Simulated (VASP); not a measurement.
Crystal: BN.

```
N B
1.0
     0.00000    1.81300    1.81300
     1.81300    0.00000    1.81300
     1.81300    1.81300    0.00000
N B
1 1
Direct
  0.25000 0.25000 0.25000
  0.00000 0.00000 0.00000
```

```yaml
Program: VASP 6.6.1
Task: relaxation of cell and atoms
Functional: revPBE
Dispersion: D3(BJ)
Potentials_or_basis: VASP PAW PBE potentials, release 64 (N, B)
Cutoff: 600 eV
k_mesh: 13 × 13 × 13
Occupations: fermi-dirac, width 0.05 eV
Spin: no spin polarisation
```

At the start: pressure -7.4 GPa; volume 5.96 Å³/atom.

Question: How do energy, volume and symmetry change on relaxing?

Answer: Over 3 steps the energy falls by 2.8 meV/atom and the volume is 5.84 Å³/atom (-2.0 %); space group F-43m (No. 216, to 0.05 Å).

The path:
| step | energy change (eV) | largest force (eV/Å) | pressure (GPa) | volume (Å³) |
| --- | --- | --- | --- | --- |
| 1 | 0.0000 | 0.0000 | -7.38 | 11.92 |
| 2 | 0.0001 | 0.0000 | 7.95 | 11.45 |
| 3 | -0.0056 | 0.0000 | -0.01 | 11.68 |

Final structure:
```xyz
2
Lattice="0.0000 1.8010 1.8010 1.8010 0.0000 1.8010 1.8010 1.8010 0.0000" Properties=species:S:1:pos:R:3 pbc="T T T"
N     0.9005    0.9005    0.9005
B     0.0000    0.0000    0.0000
```

Caveat: the PAW data sets were made with another functional, which shifts forces and pressure a little.
